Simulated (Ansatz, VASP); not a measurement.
**One calculation of Ta3Cu, two programs**

```
CELL_PARAMETERS angstrom
-2.00651 2.00651 4.20817
2.00651 -2.00651 4.20817
2.00651 2.00651 -4.20817
ATOMIC_POSITIONS crystal
Ta 0.50000 0.50000 0.00000
Ta 0.25000 0.75000 0.50000
Ta 0.75000 0.25000 0.50000
Cu 0.00000 0.00000 0.00000
```

Alike in both runs: functional PBEsol; k mesh 9 × 9 × 9; occupations fermi-dirac, width 0.05 eV; non-collinear spin, spin-orbit coupling.

|  | VASP | Ansatz |
| --- | --- | --- |
| version | VASP 6.6.1 | Ansatz 0.2.0 |
| potentials or method | VASP PAW PBE potentials, release 64 (Ta_pv, Cu) | Ansatz PAW |
| plane-wave cutoff (eV) | 520 | 420 |
| valence electrons in the cell | 44 | 58 |
| task | single point | band structure |

```csv
,VASP,Ansatz,Ansatz less VASP
pressure (GPa),-6.0,-6.4,-0.38
"traceless stress, the component that is largest in VASP (GPa)",-0.43,-0.19,+0.243
net moment per atom (μB),0.00,0.00,0.000
```

VASP's potentials were made for PBE, not for PBEsol. With one functional, cell and mesh, what is left measures potentials, basis and numerics. VASP's potentials hold 44 valence electrons a cell and Ansatz's 58, so a difference there can come from the potentials and not from the codes.
